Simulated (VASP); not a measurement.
A run of VASP 6.6.1 is set up as follows.

INCAR

```
SYSTEM = WS2F
ALGO     = Fast           ! electronic algorithm
EDIFF    = 1E-7           ! SCF threshold, eV
EDIFFG   = -0.01          ! ionic threshold
ENCUT    = 600            ! plane-wave cutoff, eV
GGA      = PE             ! functional
IBRION   = 2              ! ionic algorithm
ISIF     = 3              ! what is computed and relaxed
ISMEAR   = 0              ! smearing method
LASPH    = .TRUE.         ! aspherical terms in the spheres
LCHARG   = .FALSE.        ! write CHGCAR
LREAL    = .FALSE.        ! projectors in reciprocal space
LWAVE    = .FALSE.        ! write WAVECAR
NELM     = 60             ! most SCF steps
NSW      = 100            ! ionic steps
PREC     = Accurate       ! precision mode
SIGMA    = 0.1            ! smearing width, eV
```

KPOINTS

```
k-points
0
G
  18 18 6
  0 0 0
```

POSCAR

```
WS2F
1.0
    3.1735823455      0.0000000000      0.0000000000
   -1.5867911728      2.7484029322      0.0000000000
    0.0000000000      0.0000000000      8.5830309401
W S F
1 2 1
Direct
    0.0000000000      0.0000000000      0.5000000000
    0.0000000000      0.0000000000      0.7554046554
    0.0000000000      0.0000000000      0.2445953446
    0.0000000000      0.0000000000      0.0000000000
```

Potentials or basis: VASP PAW PBE potentials, release 64 (W_sv, S, F).

Command:

```bash
$ cat potpaw_PBE.64/W_sv/POTCAR potpaw_PBE.64/S/POTCAR potpaw_PBE.64/F/POTCAR > POTCAR
$ mpirun -np 1 vasp_std > vasp.out
```

Q: Estimate the relaxed cell.

A: a = 3.105 Å, b = 3.105 Å, c = 8.643 Å, α = 90.00°, β = 90.00°, γ = 120.00°.

Q: Estimate the relaxed volume.

A: 18.04 Å³/atom.

Q: What does it give for the band gap on the k mesh?

A: Zero (an odd number of electrons rules out a gap without spin polarisation).

Q: Estimate the space group after relaxing (to 0.1 Å).

A: P6/mmm (No. 191).

Final structure:
```
W S F
1.0
     3.10502    0.00000    0.00000
    -1.55251    2.68902    0.00000
     0.00000    0.00000    8.64317
W S F
1 2 1
Direct
  0.00000 0.00000 0.50000
  0.00000 0.00000 0.75573
  0.00000 0.00000 0.24427
  0.00000 0.00000 0.00000
```

Caveat: spin-orbit coupling is left out, which moves the levels of the heavy elements; an odd number of electrons without spin polarisation forces a metal; a magnetic or distorted state may lie lower.
